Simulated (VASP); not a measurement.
C, 2 atoms in the cell. Symmetry: I4_1/amd, No. 141, tetragonal system. The conventional cell has a = 2.593 Å, b = 2.593 Å, c = 3.538 Å, α = 90.00°, β = 90.00°, γ = 90.00°. Within 2.1 Å of C (site symmetry -4m2) lie 4 C at 1.57 Å. 

```yaml
Program: VASP 6.6.1
Task: G0W0 quasiparticle levels
Functional: PBE
Potentials_or_basis: VASP PAW PBE potentials, release 64 (C_GW)
Cutoff: 500 eV
k_mesh: 6 × 6 × 6
Occupations: gaussian, width 0.01 eV
Spin: no spin polarisation
Dipole_correction: no
GW_scheme: G0W0
GW_iterations: 1
Cutoff_of_the_response_function: 150
Frequency_points: 48
Empty_bands: 49
Further_INCAR_settings: ALGO = EVGW0; EDIFF = 1e-08; NBANDS = 53
```

Potentials or basis: VASP PAW PBE potentials, release 64 (C_GW).

Launch:

```bash
$ cat potpaw_PBE.64/C_GW/POTCAR > POTCAR
$ cp INCAR.step1 INCAR
$ mpirun -np 1 vasp_std > vasp.out
$ cp INCAR.step2 INCAR
$ mpirun -np 1 vasp_std > vasp.out
$ cp INCAR.step3 INCAR
$ mpirun -np 1 vasp_std > vasp.out
```

Hardware: 1 thread of Intel Xeon 8259CL, with other jobs on the host.

Q: How long does it take, and how much memory?

A: Run time: 2.4 min on 1 thread of Intel Xeon 8259CL (shared host), peak memory 0.24 GiB. Counts: k points 30.
